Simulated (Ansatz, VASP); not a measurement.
## CaB12 in VASP and in Ansatz

```xyz
13
Lattice="-2.4826 2.4826 2.4826 2.4826 -2.4826 2.4826 2.4826 2.4826 -2.4826" Properties=species:S:1:pos:R:3 pbc="T T T"
Ca    0.0000    0.0000    0.0000
B     2.4826    1.3829    1.3829
B     2.4826   -1.3829    1.3829
B     2.4826    1.3829   -1.3829
B     0.0000    1.0997    1.0997
B     1.3829    2.4826    1.3829
B     1.3829    2.4826   -1.3829
B    -1.3829    2.4826    1.3829
B     1.0997    0.0000    1.0997
B     1.3829    1.3829    2.4826
B    -1.3829    1.3829    2.4826
B     1.3829   -1.3829    2.4826
B     1.0997    1.0997    0.0000
```

Alike in both runs: task relaxation of cell and atoms; functional PBE; k mesh 6 × 6 × 6; occupations gaussian, width 0.1 eV; no spin polarisation.

```csv
,VASP,Ansatz
version,VASP 6.6.1,Ansatz 0.2.0
potentials or method,"VASP PAW PBE potentials, release 64 (Ca_sv, B), cutoff 600 eV","scalar-relativistic, plane waves, PAW"
valence electrons in the cell,46,46
```

|  | VASP | Ansatz | Ansatz less VASP |
| --- | --- | --- | --- |
| gap on the k mesh at the Fermi level, each at its own relaxed structure (eV) | none | none | - |
| relaxed volume (Å³/atom) | 8.53 | 8.53 | +0.002 |
| relaxed length of the cell vector where the two differ most in proportion (Å) | 5.242 | 5.242 | +0.0005 |

A gap of «none» marks a metal or a gap that the smearing closes.

Noted on VASP's run: the volume moved by over 15 % at a fixed basis, so the end points are rough.
